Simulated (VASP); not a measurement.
# CdS (I4/mmm) in VASP: a series of runs

Runs on CdS. Level: PBE. Tasks: single point.

All numbers are computed with VASP 6.6.1; they aren't measurements. Logs are shortened: lines on timing, memory, paths and dates and some standing lists are left out, and cuts for length are marked.

## 1. The cell of the first run

The structure is tetragonal, space group I4/mmm (No. 139). The conventional cell has a = 3.664 Å, b = 3.664 Å, c = 6.218 Å, α = 90.00°, β = 90.00°, γ = 90.00°. Cd (site symmetry 4/mmm) has 6 S at 2.59 to 3.11 Å within 3.4 Å. Within 3.4 Å of S (site symmetry 4/mmm) lie 6 Cd at 2.59 to 3.11 Å.

## 2. Single point, PBE

File INCAR:

```
ALGO = Normal ; EDIFF = 1E-6
ENCUT = 520 ; GGA = PE
ISIF = 2 ; ISMEAR = 0
LASPH = T ; LCHARG = F
LREAL = F ; LWAVE = F
NBANDS = 16 ; NELM = 100
PREC = Accurate ; SIGMA = 0.03
```

File KPOINTS:

```
k-points
0
Gamma
  12 12 12
```

File POSCAR:

```
CdS
1.0
    0.0000000000      2.5909018003      3.1090821604
    2.5909018003      0.0000000000      3.1090821604
    2.5909018003      2.5909018003      0.0000000000
Cd S
1 1
Direct
    0.0000000000      0.0000000000      0.0000000000
    0.5000000000      0.5000000000      0.5000000000
```

Potentials or basis: VASP PAW PBE potentials, release 64 (Cd, S).

Launch:

```sh
$ cat potpaw_PBE.64/Cd/POTCAR potpaw_PBE.64/S/POTCAR > POTCAR
$ mpirun -np 1 vasp_std > vasp.out
```

OUTCAR:

```text
EDIFF = 1E-6
   ENCUT = 520
   GGA = PE
   ISIF = 2
   ISMEAR = 0
   LASPH = T
   LREAL = F
   NELM = 100
   PREC = Accurate

 ion  position               nearest neighbor table
   1  0.000  0.000  0.000-   2 2.59   2 2.59   2 2.59   2 2.59   2 3.11   2 3.11
   2  0.500  0.500  0.500-   1 2.59   1 2.59   1 2.59   1 2.59   1 3.11   1 3.11

  LATTYP: Found a body centered tetragonal cell.
 ALAT       =     3.6640884648
 C/A-ratio  =     1.6970562749

  Lattice vectors:

 A1 = (  -2.5909018003,   0.0000000000,   3.1090821604)
 A2 = (   2.5909018003,   0.0000000000,   3.1090821604)
 A3 = (   0.0000000000,   2.5909018003,  -3.1090821604)

Analysis of symmetry for initial positions (statically):
=====================================================================
 Subroutine PRICEL returns:
 Original cell was already a primitive cell.

 Routine SETGRP: Setting up the symmetry group for a
 body centered tetragonal supercell.

 Subroutine GETGRP returns: Found 16 space group operations
 (whereof 16 operations were pure point group operations)
 out of a pool of 16 trial point group operations.

The static configuration has the point symmetry D_4h.

Analysis of symmetry for dynamics (positions and initial velocities):
=====================================================================
 Subroutine PRICEL returns:
 Original cell was already a primitive cell.

 Routine SETGRP: Setting up the symmetry group for a
 body centered tetragonal supercell.

 Subroutine GETGRP returns: Found 16 space group operations
 (whereof 16 operations were pure point group operations)
 out of a pool of 16 trial point group operations.

The dynamic configuration has the point symmetry D_4h.

 Subroutine INISYM returns: Found 16 space group operations
 (whereof 16 operations are pure point group operations),
 and found     1 'primitive' translations

----------------------------------------------------------------------------------------

                                     Primitive cell

  volume of cell :      41.7411

  direct lattice vectors                    reciprocal lattice vectors
     0.000000000  2.590901800  3.109082160    -0.192982999  0.192982999  0.160819166
     2.590901800  0.000000000  3.109082160     0.192982999 -0.192982999  0.160819166
     2.590901800  2.590901800  0.000000000     0.192982999  0.192982999 -0.160819166

  length of vectors
     4.047117989  4.047117989  3.664088465     0.316777020  0.316777020  0.316777020

  position of ions in fractional coordinates (direct lattice)
     0.000000000  0.000000000  0.000000000
     0.500000000  0.500000000  0.500000000

  ion indices of the primitive-cell ions
   primitive index   ion index
                 1           1
                 2           2

----------------------------------------------------------------------------------------

 KPOINTS: k-points

Automatic generation of k-mesh.
 Grid dimensions read from file:
 generate k-points for:   12   12   12

 Generating k-lattice:

  Cartesian coordinates                     Fractional coordinates (reciprocal lattice)
    -0.016081917  0.016081917  0.013401597     0.083333333  0.000000000  0.000000000
     0.016081917 -0.016081917  0.013401597     0.000000000  0.083333333  0.000000000
     0.016081917  0.016081917 -0.013401597     0.000000000  0.000000000  0.083333333

  Length of vectors
     0.026398085  0.026398085  0.026398085

  Shift w.r.t. Gamma in fractional coordinates (k-lattice)
     0.000000000  0.000000000  0.000000000

 Subroutine IBZKPT returns following result:
 ===========================================

 Found    163 irreducible k-points:

 Following reciprocal coordinates:
            Coordinates               Weight
  0.000000  0.000000  0.000000      1.000000
  0.083333 -0.000000  0.000000      8.000000
  0.166667  0.000000  0.000000      8.000000
  0.250000 -0.000000  0.000000      8.000000
  0.333333  0.000000  0.000000      8.000000
  0.416667  0.000000  0.000000      8.000000
[... 16 lines left out ...]
  0.500000  0.166667  0.000000      8.000000
 -0.416667  0.166667  0.000000      8.000000
 [... further k-points ...]
   k-points           NKPTS =    163   k-points in BZ     NKDIM =    163   number of bands    NBANDS=     16
   number of dos      NEDOS =    301   number of ions     NIONS =      2
   total plane-waves  NPLWV =  25200
   dimension x,y,z NGX =    30 NGY =   30 NGZ =   28
   dimension x,y,z NGXF=    60 NGYF=   60 NGZF=   56
   ions per type =               1   1
   NGX,Y,Z   is equivalent  to a cutoff of  12.32, 12.32, 12.70 a.u.
   NGXF,Y,Z  is equivalent  to a cutoff of  24.65, 24.65, 25.41 a.u.
 SYSTEM =  unknown system
   PREC   = accura    normal or accurate (medium, high low for compatibility)
   ISTART =      0    job   : 0-new  1-cont  2-samecut
   ICHARG =      2    charge: 1-file 2-atom 10-const
   ISPIN  =      1    spin polarized calculation?
   LNONCOLLINEAR =      F non collinear calculations
   LSORBIT =      F    spin-orbit coupling
   LASPH  =      T    aspherical Exc in radial PAW
   ENCUT  =  520.0 eV  38.22 Ry    6.18 a.u.   7.52  7.52  6.81*2*pi/ulx,y,z
   NELM   =    100;   NELMIN=  2; NELMDL= -5     # of ELM steps
   EDIFF  = 0.1E-05   stopping-criterion for ELM
   LREAL  =      F    real-space projection
   EDIFFG = 0.1E-04   stopping-criterion for IOM
   NSW    =      0    number of steps for IOM
   IBRION =     -1    ionic relax: 0-MD 1-quasi-New 2-CG
   NFREE  =      0    steps in history (QN), initial steepest desc. (CG)
   ISIF   =      2    stress and relaxation
   ISYM   =      2    0-nonsym 1-usesym 2-fastsym
   POTIM  = 0.5000    time-step for ionic-motion
   TEBEG  =    0.0;   TEEND  =   0.0 temperature during run
   PSTRESS=    0.0 pullay stress
   NELECT =      18.0000    total number of electrons
   NUPDOWN=      -1.0000    fix difference up-down
   EMIN   =  10.00;   EMAX   =-10.00  energy-range for DOS
   EFERMI =   0.00;   METHOD = LEGACY
   ISMEAR =     0;   SIGMA  =   0.03  broadening in eV -4-tet -1-fermi 0-gaus
   EFERMI_NEDOS =   21; number of points for ismear=-14 and -15
   IALGO  =     38    algorithm
   IMIX   =      4    mixing-type and parameters
     AMIX     =   0.40;   BMIX     =  1.00
     AMIX_MAG =   1.60;   BMIX_MAG =  1.00
  volume/ion in A,a.u.               =      20.87       140.84
  Fermi-wavevector in a.u.,A,eV,Ry     =   1.236833  2.337275 20.813583  1.529755
  Thomas-Fermi vector in A             =   2.371425
   LORBIT       =      0    0 simple, 1 ext, 2 COOP (PROOUT), +10 PAW based schemes
   GGA     = PE    functional components
   LHFCALC =     F    Hartree Fock is set to
   AEXX    =    0.0000 exact exchange contribution
   IVDW    =     0    specifies the selected vdW correction
   LEPSILON=     F    determine dielectric tensor
   LRPA    =     F    only Hartree local field effects (RPA)
 non-spin polarized calculation
 Gauss-broadening in eV      SIGMA  =   0.03
  energy-cutoff  :      520.00
  volume of cell :       41.74
 maximum number of plane-waves:      1151
   NGX = 15   NGY = 15   NGZ = 13

 number of electron      18.0000000 magnetization

 Free energy of the ion-electron system (eV)
  ---------------------------------------------------
  ext. energy  EPLUGINS =         0.00000000
  ---------------------------------------------------
  free energy    TOTEN  =        -5.68760867 eV

  energy without entropy =       -5.68734314  energy(sigma->0) =       -5.68747591

 E-fermi :   3.2581     XC(G=0): -10.2495

 val. band max:        3.2546396828   @ k =   0.5000  -0.0000   0.0000
 cond. band min:       3.2760323220   @ k =   0.5000  -0.0000   0.4167
 fundamental gap:      0.0213926392
 Fermi energy:         3.2580589346

 k-point     1 :       0.0000    0.0000    0.0000
  band No.  band energies     occupation
      1     -10.1660      2.00000
      2      -5.0993      2.00000
      3      -4.9569      2.00000
      4      -4.8757      2.00000
      5      -4.8565      2.00000
      6      -4.8565      2.00000
[... 8 lines left out ...]
     15      12.5867      0.00000
     16      14.3190      0.00000

 k-point     2 :       0.0833   -0.0000    0.0000
  band No.  band energies     occupation
      1     -10.1042      2.00000
      2      -5.0916      2.00000
      3      -4.9893      2.00000
      4      -4.8874      2.00000
      5      -4.8602      2.00000
      6      -4.8497      2.00000
[... 8 lines left out ...]
     15      13.5454      0.00000
     16      14.5778      0.00000

 k-point     3 :       0.1667    0.0000    0.0000
  band No.  band energies     occupation
      1      -9.9261      2.00000
      2      -5.0857      2.00000
      3      -5.0763      2.00000
      4      -4.9298      2.00000
      5      -4.8512      2.00000
      6      -4.8298      2.00000
[... 8 lines left out ...]
     15      13.5702      0.00000
     16      14.3392      0.00000

 k-point     4 :       0.2500   -0.0000    0.0000
  band No.  band energies     occupation
      1      -9.6571      2.00000
      2      -5.1898      2.00000
      3      -5.1266      2.00000
      4      -4.9821      2.00000
      5      -4.8176      2.00000
      6      -4.8018      2.00000
[... 8 lines left out ...]
     15      13.7313      0.00000
     16      14.5297      0.00000
[... 324 lines left out ...]
 k-point    22 :       0.4167    0.1667    0.0000
  band No.  band energies     occupation
      1      -9.4165      2.00000
      2      -5.1840      2.00000
      3      -5.1355      2.00000
      4      -4.9681      2.00000
      5      -4.7437      2.00000
      6      -4.6853      2.00000
[... 8 lines left out ...]
     15      15.5056      0.00000
     16      15.5816      0.00000

 k-point    23 :       0.5000    0.1667    0.0000
  band No.  band energies     occupation
      1      -9.1603      2.00000
      2      -5.2920      2.00000
      3      -5.2178      2.00000
      4      -5.0091      2.00000
      5      -4.7331      2.00000
      6      -4.6752      2.00000
[... 8 lines left out ...]
     15      15.6499      0.00000
     16      15.9651      0.00000

 k-point    24 :      -0.4167    0.1667    0.0000
  band No.  band energies     occupation
      1      -8.9979      2.00000
      2      -5.3667      2.00000
      3      -5.3407      2.00000
      4      -5.0298      2.00000
      5      -4.7365      2.00000
      6      -4.6789      2.00000
[... 8 lines left out ...]
     15      15.2897      0.00000
     16      16.6287      0.00000

 [... further k-points ...]
[... 5 lines left out ...]
  --------------------------------------------------------------------------------------
  -------------------------------------------------------------------------------------
  Total        2.2184975      2.2184975     -0.9365703      0.0000000     -0.0000000      0.0000000
  in kB       85.1540740     85.1540740    -35.9490049      0.0000000     -0.0000000      0.0000000
  external PRESSURE =      44.7863810 kB  Pullay stress =       0.0000000 kB

 VOLUME and BASIS-vectors are now :
 -----------------------------------------------------------------------------
  energy-cutoff  :      520.00
  volume of cell :       41.74
      direct lattice vectors                 reciprocal lattice vectors
     0.000000000  2.590901800  3.109082160    -0.192982999  0.192982999  0.160819166
     2.590901800  0.000000000  3.109082160     0.192982999 -0.192982999  0.160819166
     2.590901800  2.590901800  0.000000000     0.192982999  0.192982999 -0.160819166

 POSITION                                       TOTAL-FORCE (eV/Angst)
 -----------------------------------------------------------------------------------
      0.00000      0.00000      0.00000         0.000000      0.000000      0.000000
      2.59090      2.59090      3.10908        -0.000000     -0.000000      0.000000
 -----------------------------------------------------------------------------------
    total drift:                               -0.000000      0.000000      0.000000

  FREE ENERGIE OF THE ION-ELECTRON SYSTEM (eV)
  ---------------------------------------------------
  free  energy   TOTEN  =        -5.6876086698 eV

  energy  without entropy=       -5.6873431416  energy(sigma->0) =       -5.68747591
```

Run time: 46 s. Hardware: 1 thread of Intel Xeon 6975P-C (Granite Rapids), shared host; peak memory 0.24 GiB.

What came out:

| Quantity | Value |
| --- | --- |
| Free energy | -5.6876 eV |
| Pressure | 4.5 GPa |
| Band gap on the k mesh | zero (band 9 reaches 3.25 eV, above the bottom of band 10 at 2.88 eV) |

Levels at points of the mesh, in eV from the Fermi level:
```tsv
k point	band 5	band 6	band 7	band 8	band 9	band 10	band 11	band 12	band 13	band 14
(0.00, 0.00, 0.00)	-8.11	-8.11	-1.58	-1.58	-0.97	0.55	8.24	8.44	9.25	9.25
(0.50, 0.00, 0.00)	-8.00	-7.96	-5.31	-1.00	0.00	2.75	5.09	6.25	6.60	11.61
(0.50, 0.50, 0.00)	-7.95	-7.47	-4.58	-2.31	-2.31	0.54	6.25	7.99	11.56	11.56
(0.50, 0.00, 0.50)	-7.85	-6.93	-4.77	-3.61	-2.00	-0.38	5.42	8.39	9.62	12.41
```

[end of part 1 of 3]
